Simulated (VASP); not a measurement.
Crystal: Mg3Se4.

```
CELL_PARAMETERS angstrom
6.99658 -1.96498 0.00000
6.99658 1.96498 0.00000
-3.22624 0.00000 6.05088
ATOMIC_POSITIONS crystal
Mg 0.00000 0.00000 0.00000
Mg 0.74067 0.74067 0.72285
Mg 0.25933 0.25933 0.27715
Se 0.63333 0.63333 0.97337
Se 0.36667 0.36667 0.02663
Se 0.87739 0.87739 0.54784
Se 0.12261 0.12261 0.45216
```

The cell was built from a structure type or drawn by symmetry, and may not be a known phase.

| Property | Result |
| --- | --- |
| Program | VASP 6.6.1 |
| Task | relaxation of cell and atoms |
| Functional | PBE |
| Potentials or basis | VASP PAW PBE potentials, release 64 (Mg, Se) |
| Cutoff | 600 eV |
| k mesh | 4 × 4 × 3 |
| Occupations | gaussian, width 0.2 eV |
| Spin | no spin polarisation |

At the start: pressure -1.0 GPa; volume 23.77 Å³/atom.

Question: Where does the relaxation end?

Answer: Over 26 steps the energy falls by 134.1 meV/atom and the volume is 22.26 Å³/atom (-6.4 %); space group C2/m (No. 12, to 0.1 Å) before and after.

Step by step:
| step | energy change (eV) | largest force (eV/Å) | pressure (GPa) | volume (Å³) |
| --- | --- | --- | --- | --- |
| 1 | 0.0000 | 0.3148 | -1.04 | 166.38 |
| 2 | -0.0489 | 0.2752 | -0.09 | 162.69 |
| 3 | -0.0757 | 0.3045 | 1.24 | 158.15 |
| 4 | -0.1119 | 0.2296 | 0.96 | 158.43 |
| 5 | -0.1858 | 0.2334 | 0.28 | 159.12 |
| 6 | -0.0901 | 0.7271 | -0.62 | 159.82 |
| 7 | -0.1987 | 0.3449 | 0.01 | 159.34 |
| 8 | -0.2007 | 0.3979 | -0.10 | 159.44 |
| 9 | -0.2449 | 0.4605 | -0.38 | 159.52 |
| 10 | -0.2650 | 0.5442 | -0.57 | 159.49 |
| 11 | -0.3641 | 0.5233 | -0.21 | 157.84 |
| 12 | -0.5222 | 1.0598 | 1.67 | 152.22 |
| 13 | -0.5263 | 0.9169 | 1.16 | 153.43 |
| 14 | -0.6128 | 0.8943 | 0.74 | 154.21 |
| 15 | -0.6604 | 0.7292 | 0.53 | 155.10 |
| 16 | -0.7472 | 0.5286 | -0.18 | 156.56 |
| 17 | -0.8219 | 0.4334 | -1.36 | 159.53 |
| 18 | -0.8767 | 0.3759 | -0.27 | 156.00 |
| 19 | -0.8858 | 0.3476 | 0.48 | 153.92 |
| 20 | -0.9041 | 0.1881 | 0.20 | 154.30 |
| 21 | -0.9092 | 0.1711 | -0.02 | 154.65 |
| 22 | -0.9199 | 0.1380 | -0.01 | 154.75 |
| 23 | -0.9257 | 0.1278 | 0.03 | 154.88 |
| 24 | -0.9326 | 0.1130 | 0.04 | 155.12 |
| 25 | -0.9339 | 0.1049 | 0.06 | 155.28 |
| 26 | -0.9387 | 0.0604 | -0.13 | 155.80 |

Final structure:
```
Mg Se
1.0
     7.67216   -1.56469    0.07791
     7.67216    1.56469    0.07791
    -3.46588    0.00000    6.45382
Mg Se
3 4
Direct
  0.00000 0.00000 0.00000
  0.74702 0.74702 0.71121
  0.25298 0.25298 0.28879
  0.63533 0.63533 0.95869
  0.36467 0.36467 0.04131
  0.88437 0.88437 0.57660
  0.11563 0.11563 0.42340
```

Caveat: the k points lie up to 0.52 Å⁻¹ apart in the final cell, too coarse for converged energies and pressures of a metal; the relaxation stopped at a loose force limit of 0.08 eV/Å, so its end isn't a converged minimum.
